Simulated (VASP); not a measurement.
Here is a VASP 6.6.1 calculation.

File INCAR:

```
SYSTEM = Cd
PREC = Accurate
ENCUT = 520
EDIFF = 1E-6
ISMEAR = -1
SIGMA = 0.1
LREAL = .FALSE.
LASPH = .TRUE.
NELM = 60
ALGO = Normal
ISIF = 2
LWAVE = .FALSE.
LCHARG = .FALSE.
GGA = CA
NBANDS = 12
```

The input KPOINTS:

```
Automatic mesh
0
G
  15 15 15
  0 0 0
```

The input POSCAR:

```
Cd
1.0
   -1.5116377459      1.5116377459      1.5116377459
    1.5116377459     -1.5116377459      1.5116377459
    1.5116377459      1.5116377459     -1.5116377459
Cd
1
Direct
    0.0000000000      0.0000000000      0.0000000000
```

Potentials or basis: VASP PAW LDA potentials, release 64 (Cd).

Launch:

```sh
$ cat potpaw_LDA.64/Cd/POTCAR > POTCAR
$ mpirun -np 1 vasp_std > vasp.out
```

**Question.** Estimate the pressure.

**Answer.** 76.8 GPa.

**Question.** Estimate the band gap on the k mesh.

**Answer.** Zero (band 6 reaches 10.64 eV, above the bottom of band 7 at 7.62 eV).
